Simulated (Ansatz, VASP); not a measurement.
# One calculation of V, two programs

```
V
1.0
     0.00000    2.73348    2.73348
     2.73348    0.00000    2.73348
     2.73348    2.73348    0.00000
V
2
Direct
  0.00000 0.00000 0.00000
  0.25000 0.25000 0.25000
```

Alike in both runs: task single point; functional PBE; k mesh 10 × 10 × 10; occupations fermi-dirac, width 0.08 eV; no spin polarisation.

|  | VASP | Ansatz |
| --- | --- | --- |
| version | VASP 6.6.1 | Ansatz 0.2.0 |
| potentials or method | VASP PAW PBE potentials, release 64 (V_sv), cutoff 520 eV | all-electron LAPW, scalar-relativistic |

```csv
,VASP,Ansatz,Ansatz less VASP
pressure (GPa),-4.5,-4.7,-0.24
```

Ansatz ran all-electron here, and VASP with PAW potentials.
